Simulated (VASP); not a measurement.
# Sc in VASP: single point with PBE

Aim: the single point of Sc with PBE.

Everything below comes from runs of VASP 6.6.1. Logs are shortened: lines on timing, memory, paths and dates and some standing lists are left out, and cuts for length are marked.

## Step 1: The cell of the first run

The cell holds a slab with vacuum, 16 atoms: a = 6.639 Å, b = 6.639 Å, c = 25.685 Å, α = 90.00°, β = 90.00°, γ = 120.00°.

## Step 2: Single point, PBE

Input file INCAR:

```
SYSTEM = Sc
PREC = Accurate
ENCUT = 520
EDIFF = 1E-6
ISMEAR = 0
SIGMA = 0.1
LREAL = Auto
LASPH = .True.
NELM = 80
ALGO = Normal
ISIF = 2
LWAVE = .False.
LCHARG = .False.
LDIPOL = .True.
IDIPOL = 3
DIPOL = 0.5 0.5 0.306
GGA = PE
NBANDS = 102
```

Input file KPOINTS:

```
Automatic mesh
0
Gamma
  6 6 1
  0 0 0
```

Input file POSCAR:

```
Sc
1.0
    6.6389479791      0.0000000000      0.0000000000
   -3.3194739895      5.7494976043      0.0000000000
    0.0000000000      0.0000000000     25.6851185056
Sc
16
Direct
    0.3333333333      0.1666666667      0.1557321995
    0.3333333333      0.6666666667      0.1557321995
    0.8333333333      0.1666666667      0.1557321995
    0.8333333333      0.6666666667      0.1557321995
    0.1666666667      0.3333333333      0.2562305076
    0.1666666667      0.8333333333      0.2562305076
    0.6666666667      0.3333333333      0.2562305076
    0.6666666667      0.8333333333      0.2562305076
    0.3333333333      0.1666666667      0.3576974520
    0.3333333333      0.6666666667      0.3576974520
    0.8333333333      0.1666666667      0.3576974520
    0.8333333333      0.6666666667      0.3576974520
    0.1666666667      0.3333333333      0.4549373017
    0.1666666667      0.8333333333      0.4549373017
    0.6666666667      0.3333333333      0.4549373017
    0.6666666667      0.8333333333      0.4549373017
```

Potentials or basis: VASP PAW PBE potentials, release 64 (Sc_sv).

Run with:

```console
cat potpaw_PBE.64/Sc_sv/POTCAR > POTCAR
mpirun -np 1 vasp_std > vasp.out
```

OUTCAR:

```text
SYSTEM = Sc
   PREC = Accurate
   ENCUT = 520
   EDIFF = 1E-6
   ISMEAR = 0
   LREAL = Auto
   LASPH = .True.
   NELM = 80
   ISIF = 2
   GGA = PE

 ion  position               nearest neighbor table
   1  0.333  0.167  0.156-   5 3.21   6 3.21   7 3.21   2 3.32   2 3.32   3 3.32   3 3.32   4 3.32
                             4 3.32
   2  0.333  0.667  0.156-   6 3.21   5 3.21   8 3.21   1 3.32   1 3.32   4 3.32   4 3.32   3 3.32
                             3 3.32
   3  0.833  0.167  0.156-   7 3.21   8 3.21   5 3.21   4 3.32   4 3.32   1 3.32   1 3.32   2 3.32
                             2 3.32
   4  0.833  0.667  0.156-   8 3.21   7 3.21   6 3.21   3 3.32   3 3.32   2 3.32   2 3.32   1 3.32
                             1 3.32
   5  0.167  0.333  0.256-   1 3.21   2 3.21   3 3.21   9 3.23  10 3.23  11 3.23   6 3.32   6 3.32
                             7 3.32   7 3.32   8 3.32   8 3.32
   6  0.167  0.833  0.256-   2 3.21   1 3.21   4 3.21  10 3.23   9 3.23  12 3.23   5 3.32   5 3.32
                             8 3.32   8 3.32   7 3.32   7 3.32
   7  0.667  0.333  0.256-   3 3.21   4 3.21   1 3.21  11 3.23  12 3.23   9 3.23   8 3.32   8 3.32
                             5 3.32   5 3.32   6 3.32   6 3.32
   8  0.667  0.833  0.256-   4 3.21   3 3.21   2 3.21  12 3.23  11 3.23  10 3.23   7 3.32   7 3.32
                             6 3.32   6 3.32   5 3.32   5 3.32
   9  0.333  0.167  0.358-  13 3.15  14 3.15  15 3.15   5 3.23   6 3.23   7 3.23  10 3.32  10 3.32
                            11 3.32  11 3.32  12 3.32  12 3.32
  10  0.333  0.667  0.358-  14 3.15  13 3.15  16 3.15   6 3.23   5 3.23   8 3.23   9 3.32   9 3.32
                            12 3.32  12 3.32  11 3.32  11 3.32
  11  0.833  0.167  0.358-  15 3.15  16 3.15  13 3.15   7 3.23   8 3.23   5 3.23  12 3.32  12 3.32
                             9 3.32   9 3.32  10 3.32  10 3.32
  12  0.833  0.667  0.358-  16 3.15  15 3.15  14 3.15   8 3.23   7 3.23   6 3.23  11 3.32  11 3.32
                            10 3.32  10 3.32   9 3.32   9 3.32
  13  0.167  0.333  0.455-   9 3.15  10 3.15  11 3.15  14 3.32  14 3.32  15 3.32  15 3.32  16 3.32
                            16 3.32
  14  0.167  0.833  0.455-  10 3.15   9 3.15  12 3.15  13 3.32  13 3.32  16 3.32  16 3.32  15 3.32
                            15 3.32
  15  0.667  0.333  0.455-  11 3.15  12 3.15   9 3.15  16 3.32  16 3.32  13 3.32  13 3.32  14 3.32
                            14 3.32
  16  0.667  0.833  0.455-  12 3.15  11 3.15  10 3.15  15 3.32  15 3.32  14 3.32  14 3.32  13 3.32
                            13 3.32

  LATTYP: Found a hexagonal cell.
 ALAT       =     6.6389479791
 C/A-ratio  =     3.8688537079

  Lattice vectors:

 A1 = (   6.6389479791,   0.0000000000,   0.0000000000)
 A2 = (  -3.3194739895,   5.7494976043,   0.0000000000)
 A3 = (   0.0000000000,   0.0000000000,  25.6851185056)

Analysis of symmetry for initial positions (statically):
=====================================================================
 Subroutine PRICEL returns following result:

  LATTYP: Found a hexagonal cell.
 ALAT       =     3.3194739895
 C/A-ratio  =     7.7377074158

  Lattice vectors:

 A1 = (   3.3194739895,   0.0000000000,   0.0000000000)
 A2 = (  -1.6597369947,   2.8747488022,   0.0000000000)
 A3 = (   0.0000000000,   0.0000000000,  25.6851185056)

   4 primitive cells build up your supercell.

 Routine SETGRP: Setting up the symmetry group for a
 hexagonal supercell.

 Subroutine GETGRP returns: Found  6 space group operations
 (whereof  6 operations were pure point group operations)
 out of a pool of 24 trial point group operations.

The static configuration has the point symmetry C_3v.

Analysis of symmetry for dynamics (positions and initial velocities):
=====================================================================
 Subroutine PRICEL returns following result:

  LATTYP: Found a hexagonal cell.
 ALAT       =     3.3194739895
 C/A-ratio  =     7.7377074158

  Lattice vectors:

 A1 = (   3.3194739895,   0.0000000000,   0.0000000000)
 A2 = (  -1.6597369947,   2.8747488022,   0.0000000000)
 A3 = (   0.0000000000,   0.0000000000,  25.6851185056)

   4 primitive cells build up your supercell.

 Routine SETGRP: Setting up the symmetry group for a
 hexagonal supercell.

 Subroutine GETGRP returns: Found  6 space group operations
 (whereof  6 operations were pure point group operations)
 out of a pool of 24 trial point group operations.

The dynamic configuration has the point symmetry C_3v.

 Subroutine INISYM returns: Found  6 space group operations
 (whereof  6 operations are pure point group operations),
 and found     4 'primitive' translations

----------------------------------------------------------------------------------------

                                     Primitive cell

  volume of cell :     245.1042

  direct lattice vectors                    reciprocal lattice vectors
     3.319473990  0.000000000  0.000000000     0.301252549  0.173928240  0.000000000
    -1.659736995  2.874748802  0.000000000     0.000000000  0.347856480  0.000000000
     0.000000000  0.000000000 25.685118506     0.000000000  0.000000000  0.038933050

  length of vectors
     3.319473990  3.319473990 25.685118506     0.347856480  0.347856480  0.038933050

  position of ions in fractional coordinates (direct lattice)
     0.666666667  0.333333333  0.155732200
     0.333333333  0.666666667  0.256230508
     0.666666667  0.333333333  0.357697452
     0.333333333  0.666666667  0.454937302

  ion indices of the primitive-cell ions
   primitive index   ion index
                 1           1
                 2           5
                 3           9
                 4          13

----------------------------------------------------------------------------------------

 KPOINTS: Automatic mesh

Automatic generation of k-mesh.
 Grid dimensions read from file:
 generate k-points for:    6    6    1

 Generating k-lattice:

  Cartesian coordinates                     Fractional coordinates (reciprocal lattice)
     0.025104379  0.014494020  0.000000000     0.166666667  0.000000000  0.000000000
     0.000000000  0.028988040  0.000000000     0.000000000  0.166666667  0.000000000
     0.000000000  0.000000000  0.038933050     0.000000000  0.000000000  1.000000000

  Length of vectors
     0.028988040  0.028988040  0.038933050

  Shift w.r.t. Gamma in fractional coordinates (k-lattice)
     0.000000000  0.000000000  0.000000000

 Subroutine IBZKPT returns following result:
 ===========================================

 Found      7 irreducible k-points:

 Following reciprocal coordinates:
            Coordinates               Weight
  0.000000  0.000000  0.000000      1.000000
  0.166667  0.000000  0.000000      6.000000
  0.333333  0.000000  0.000000      6.000000
  0.500000  0.000000  0.000000      3.000000
  0.166667  0.166667  0.000000      6.000000
  0.333333  0.166667  0.000000     12.000000
  0.333333  0.333333  0.000000      2.000000
   k-points           NKPTS =      7   k-points in BZ     NKDIM =      7   number of bands    NBANDS=    102
   number of dos      NEDOS =    301   number of ions     NIONS =     16
   total plane-waves  NPLWV = 480000
   dimension x,y,z NGX =    50 NGY =   50 NGZ =  192
   dimension x,y,z NGXF=   100 NGYF=  100 NGZF=  384
   ions per type =              16
   NGX,Y,Z   is equivalent  to a cutoff of  12.52, 12.52, 12.43 a.u.
   NGXF,Y,Z  is equivalent  to a cutoff of  25.04, 25.04, 24.85 a.u.
 SYSTEM =  Sc
   PREC   = accura    normal or accurate (medium, high low for compatibility)
   ISTART =      0    job   : 0-new  1-cont  2-samecut
   ICHARG =      2    charge: 1-file 2-atom 10-const
   ISPIN  =      1    spin polarized calculation?
   LNONCOLLINEAR =      F non collinear calculations
   LSORBIT =      F    spin-orbit coupling
   LASPH  =      T    aspherical Exc in radial PAW
   ENCUT  =  520.0 eV  38.22 Ry    6.18 a.u.  12.34 12.34 47.76*2*pi/ulx,y,z
   NELM   =     80;   NELMIN=  2; NELMDL= -5     # of ELM steps
   EDIFF  = 0.1E-05   stopping-criterion for ELM
   LREAL  =      T    real-space projection
   EDIFFG = 0.1E-04   stopping-criterion for IOM
   NSW    =      0    number of steps for IOM
   IBRION =     -1    ionic relax: 0-MD 1-quasi-New 2-CG
   NFREE  =      0    steps in history (QN), initial steepest desc. (CG)
   ISIF   =      2    stress and relaxation
   ISYM   =      2    0-nonsym 1-usesym 2-fastsym
   POTIM  = 0.5000    time-step for ionic-motion
   TEBEG  =    0.0;   TEEND  =   0.0 temperature during run
   PSTRESS=    0.0 pullay stress
   NELECT =     176.0000    total number of electrons
   NUPDOWN=      -1.0000    fix difference up-down
   EMIN   =  10.00;   EMAX   =-10.00  energy-range for DOS
   EFERMI =   0.00;   METHOD = LEGACY
   ISMEAR =     0;   SIGMA  =   0.10  broadening in eV -4-tet -1-fermi 0-gaus
   EFERMI_NEDOS =   21; number of points for ismear=-14 and -15
   IALGO  =     38    algorithm
   IMIX   =      4    mixing-type and parameters
     AMIX     =   0.40;   BMIX     =  1.00
     AMIX_MAG =   1.60;   BMIX_MAG =  1.00
  volume/ion in A,a.u.               =      61.28       413.51
  Fermi-wavevector in a.u.,A,eV,Ry     =   0.923511  1.745183 11.604039  0.852873
  Thomas-Fermi vector in A             =   2.049156
   LORBIT       =      0    0 simple, 1 ext, 2 COOP (PROOUT), +10 PAW based schemes
   GGA     = PE    functional components
   LHFCALC =     F    Hartree Fock is set to
   AEXX    =    0.0000 exact exchange contribution
   IVDW    =     0    specifies the selected vdW correction
   LEPSILON=     F    determine dielectric tensor
   LRPA    =     F    only Hartree local field effects (RPA)
 non-spin polarized calculation
 Gauss-broadening in eV      SIGMA  =   0.10
  energy-cutoff  :      520.00
  volume of cell :      980.42
 maximum number of plane-waves:     26459
 NGX is ok and might be reduce to    50
   NGX = 25   NGY = 25   NGZ = 95

 dipolmoment           0.000000      0.000000      0.030137 electrons x Angstroem

 number of electron     176.0000001 magnetization

 dipolmoment           0.000000      0.000000     -0.012122 electrons x Angstroem

 Free energy of the ion-electron system (eV)
  ---------------------------------------------------
  ext. energy  EPLUGINS =         0.00000000
  ---------------------------------------------------
  free energy    TOTEN  =       -94.04731588 eV

  energy without entropy =      -93.81089921  energy(sigma->0) =      -93.92910755

 E-fermi :  -0.4448     XC(G=0):  -4.7249

 val. band max:       -0.4478935451   @ k =   0.5000   0.0000   0.0000
 cond. band min:      -0.4237287927   @ k =   0.3333   0.1667   0.0000
 fundamental gap:      0.0241647524
 Fermi energy:        -0.4447577628

 k-point     1 :       0.0000    0.0000    0.0000
  band No.  band energies     occupation
      1     -50.2862      2.00000
      2     -50.2540      2.00000
      3     -50.2540      2.00000
      4     -50.2540      2.00000
      5     -50.2116      2.00000
      6     -50.1788      2.00000
[... 92 lines left out ...]
     99       0.7049      0.00000
    100       0.7836      0.00000

 k-point     2 :       0.1667    0.0000    0.0000
  band No.  band energies     occupation
      1     -50.2841      2.00000
      2     -50.2562      2.00000
      3     -50.2540      2.00000
      4     -50.2540      2.00000
      5     -50.2094      2.00000
      6     -50.1810      2.00000
[... 504 lines left out ...]
     99       0.1709      0.00000
    100       0.1839      0.00000

 k-point     7 :       0.3333    0.3333    0.0000
  band No.  band energies     occupation
      1     -50.2661      2.00000
      2     -50.2661      2.00000
      3     -50.2661      2.00000
      4     -50.2500      2.00000
      5     -50.1911      2.00000
      6     -50.1911      2.00000
[... 92 lines left out ...]
     99       0.0170      0.00000
    100       0.0204      0.00000
 [bands above 100 left out]

------------------------ aborting loop because EDIFF is reached ----------------------------------------

 vacuum level on the upper side and lower side of the slab       (xc-potential included)        -0.151        -0.087

  FORCE on cell =-STRESS in cart. coord.  units (eV):
  Direction    XX          YY          ZZ          XY          YZ          ZX
  --------------------------------------------------------------------------------------
  -------------------------------------------------------------------------------------
  Total       -3.2406587     -3.2406587     -1.5812991     -0.0000000      0.0000000      0.0000000
  in kB       -5.2958190     -5.2958190     -2.5841272     -0.0000000      0.0000000      0.0000000
  external PRESSURE =      -4.3919217 kB  Pullay stress =       0.0000000 kB

 VOLUME and BASIS-vectors are now :
 -----------------------------------------------------------------------------
  energy-cutoff  :      520.00
  volume of cell :      980.42
      direct lattice vectors                 reciprocal lattice vectors
     6.638947979  0.000000000  0.000000000     0.150626274  0.086964120  0.000000000
    -3.319473990  5.749497604  0.000000000     0.000000000  0.173928240  0.000000000
     0.000000000  0.000000000 25.685118506     0.000000000  0.000000000  0.038933050

 POSITION                                       TOTAL-FORCE (eV/Angst)
 -----------------------------------------------------------------------------------
      1.65974      0.95825      4.00000         0.000000     -0.000000      0.152533
     -0.00000      3.83300      4.00000         0.000000     -0.000000      0.152533
      4.97921      0.95825      4.00000         0.000000     -0.000000      0.152533
      3.31947      3.83300      4.00000         0.000000     -0.000000      0.152533
      0.00000      1.91650      6.58131         0.000000      0.000000     -0.156313
     -1.65974      4.79125      6.58131        -0.000000      0.000000     -0.156313
[... 8 lines left out ...]
      3.31947      1.91650     11.68512         0.000000      0.000000      0.013688
      1.65974      4.79125     11.68512         0.000000     -0.000000      0.013688
 -----------------------------------------------------------------------------------
    total drift:                                0.000000      0.000000      0.009171

  FREE ENERGIE OF THE ION-ELECTRON SYSTEM (eV)
  ---------------------------------------------------
  free  energy   TOTEN  =       -94.0473158813 eV

  energy  without entropy=      -93.8108992128  energy(sigma->0) =      -93.92910755

 vacuum level on the upper side and lower side of the slab         2.895         2.961
```

Run time: 42 min. Hardware: 1 thread of Intel Xeon Platinum 8488C (Sapphire Rapids), shared host; peak memory 1.1 GiB.

What came out:

```
Free energy            : -94.0473 eV
Largest force          : 0.156 eV/Å
Band gap on the k mesh : zero (bands 88 and 89 overlap by 0.13 eV)
```

Forces in eV/Å, atoms in the order of the input:
```
Sc   0.000  0.000  0.153
Sc   0.000  0.000  0.153
Sc   0.000  0.000  0.153
Sc   0.000  0.000  0.153
Sc   0.000  0.000 -0.156
Sc   0.000  0.000 -0.156
Sc   0.000  0.000 -0.156
Sc   0.000  0.000 -0.156
Sc   0.000  0.000 -0.010
Sc   0.000  0.000 -0.010
Sc   0.000  0.000 -0.010
Sc   0.000  0.000 -0.010
Sc   0.000  0.000  0.014
Sc   0.000  0.000  0.014
Sc   0.000  0.000  0.014
Sc   0.000  0.000  0.014
```

The gap in the log of VASP goes by the Fermi energy; the results here count the filled bands.